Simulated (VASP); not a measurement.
Input of a VASP 6.6.1 run:

Contents of POSCAR:

```
Al
1.0
    0.0000000000      2.0203000000      2.0203000000
    2.0203000000      0.0000000000      2.0203000000
    2.0203000000      2.0203000000      0.0000000000
Al
1
Direct
    0.0000000000      0.0000000000      0.0000000000
```

Contents of INCAR.step1:

```
ALGO = Normal ; EDIFF = 1E-5
ENCUT = 550 ; GGA = PE
GGA_COMPAT = F ; ISMEAR = -1
LASPH = T ; LCHARG = F
LREAL = F ; LWAVE = T
NBANDS = 8 ; NELM = 120
PREC = Accurate ; SIGMA = 0.05
```

INCAR.step2

```
ALGO = Normal ; EDIFF = 1E-6
ENCUT = 550 ; GGA_COMPAT = F
ISIF = 2 ; ISMEAR = -1
ISTART = 1 ; LASPH = T
LCHARG = F ; LMIXTAU = T
LREAL = F ; LWAVE = F
METAGGA = R2SCAN ; NBANDS = 8
NELM = 120 ; PREC = Accurate
SIGMA = 0.05
```

Contents of KPOINTS:

```
k-points
0
Gamma
  10 10 10
```

Potentials or basis: VASP PAW PBE potentials, release 64 (Al).

Run with:

```sh
$ cat potpaw_PBE.64/Al/POTCAR > POTCAR
$ cp INCAR.step1 INCAR
$ mpirun -np 1 vasp_std > vasp.out
$ cp INCAR.step2 INCAR
$ mpirun -np 1 vasp_std > vasp.out
```

(1) Predict the pressure.

(2) What does it give for the band gap on the k mesh?

Results:

(1) -3.8 GPa.

(2) zero (an odd number of electrons rules out a gap without spin polarisation).

Caveat: the cell stands under tension; the PAW data sets were made with another functional, which shifts forces and pressure a little.
